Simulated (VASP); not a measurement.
**Mo13S25 (a cell with a defect): single point with PBE**

System: Mo13S25 (a cell with a defect).

```
Mo S
1.0
     1.59259    6.43637    7.43832
    -6.37035   -1.83896    7.43832
     4.77776   -4.59741    7.43832
Mo S
13 25
Direct
  0.07717 0.69255 0.23101
  0.00099 0.00101 0.99967
  0.15506 0.38099 0.46184
  0.30799 0.77044 0.91945
  0.38563 0.46121 0.15484
  0.53278 0.84855 0.61149
  0.76560 0.92338 0.30890
  0.23317 0.07302 0.68662
  0.45764 0.14816 0.38702
  0.61652 0.54060 0.84601
  0.69217 0.23191 0.07906
  0.84583 0.61638 0.53947
  0.92521 0.30755 0.77037
  0.40405 0.39515 0.40823
  0.55427 0.79557 0.85824
  0.70439 0.16966 0.33403
  0.77976 0.86977 0.55789
  0.94271 0.24972 0.02076
  0.18019 0.31978 0.70812
  0.63434 0.48230 0.09656
  0.86692 0.55810 0.78818
  0.01687 0.94205 0.25050
  0.09665 0.63225 0.48051
  0.25438 0.01943 0.93361
  0.32667 0.71203 0.17071
  0.33761 0.95300 0.49146
  0.26459 0.26124 0.26163
  0.41883 0.64705 0.72209
  0.56825 0.03421 0.18551
  0.64586 0.72317 0.41844
  0.80220 0.11121 0.88025
  0.03167 0.18363 0.57267
  0.49583 0.34179 0.95604
  0.72640 0.41758 0.64967
  0.87899 0.80285 0.10938
  0.95554 0.49438 0.34131
  0.10779 0.87998 0.79970
  0.18746 0.57092 0.03284
```

This cell differs from its parent crystal: atoms taken out, then relaxed in part.

```yaml
Program: VASP 6.6.1
Task: single point
Functional: PBE
Potentials_or_basis: VASP PAW PBE potentials, release 64 (Mo_sv, S)
Cutoff: 520 eV
k_mesh: 2 × 2 × 2, shifted
Occupations: gaussian, width 0.01 eV
Spin: no spin polarisation
Dipole_correction: no
Further_INCAR_settings: LREAL = Auto; ALGO = Normal; EDIFF = 1e-06; NBANDS = 191
```

```yaml
Pressure: -1.0 GPa
Largest_force: 0.015 eV/Å
Band_gap_on_the_k_mesh: 0.99 eV
```

Forces in eV/Å, atoms in the order of the input:
```
Mo   0.000  0.000  0.005
Mo  -0.001  0.001  0.001
Mo   0.000  0.001  0.004
Mo  -0.001 -0.001  0.004
Mo   0.002  0.000  0.001
Mo   0.000  0.000 -0.010
Mo   0.001  0.000  0.004
Mo   0.000  0.000 -0.010
Mo   0.000  0.000 -0.010
Mo   0.000  0.001 -0.002
Mo  -0.001  0.000 -0.002
Mo  -0.001 -0.002  0.001
Mo   0.000  0.000 -0.002
S   -0.003 -0.001 -0.010
S    0.002 -0.001 -0.010
S    0.000  0.002 -0.010
S    0.001  0.003 -0.010
S    0.002  0.001 -0.012
S   -0.002 -0.001 -0.010
S    0.000 -0.002 -0.012
S   -0.002  0.001 -0.012
S    0.001  0.003 -0.013
S   -0.003  0.000 -0.013
S    0.003 -0.002 -0.010
S    0.002 -0.002 -0.013
S    0.000  0.000  0.006
S    0.002  0.000  0.014
S   -0.004  0.001  0.014
S    0.001 -0.004  0.014
S    0.000 -0.002  0.014
S   -0.001 -0.002  0.011
S    0.003  0.003  0.014
S   -0.001  0.001  0.011
S    0.002  0.000  0.011
S    0.001 -0.001  0.010
S    0.001  0.002  0.010
S   -0.001  0.001  0.014
S   -0.002  0.000  0.010
```

Stress tensor (GPa, compression positive):
```
-1.41  0.00  0.00
 0.00 -1.41  0.00
 0.00  0.00 -0.16
```

Levels at points of the mesh, in eV from the valence-band top:
```tsv
k point	band 163	band 164	band 165	band 166	band 167	band 168	band 169	band 170
(0.25, 0.25, 0.25)	-0.52	-0.51	-0.27	0.00	0.99	1.01	1.79	1.86
```

Wall time 27 min on 1 thread of Oxide Virtual Turin-like Processor, on a shared host, peak memory 1 GiB.

Caveat: the cell differs from its parent crystal (atoms taken out, then relaxed in part).
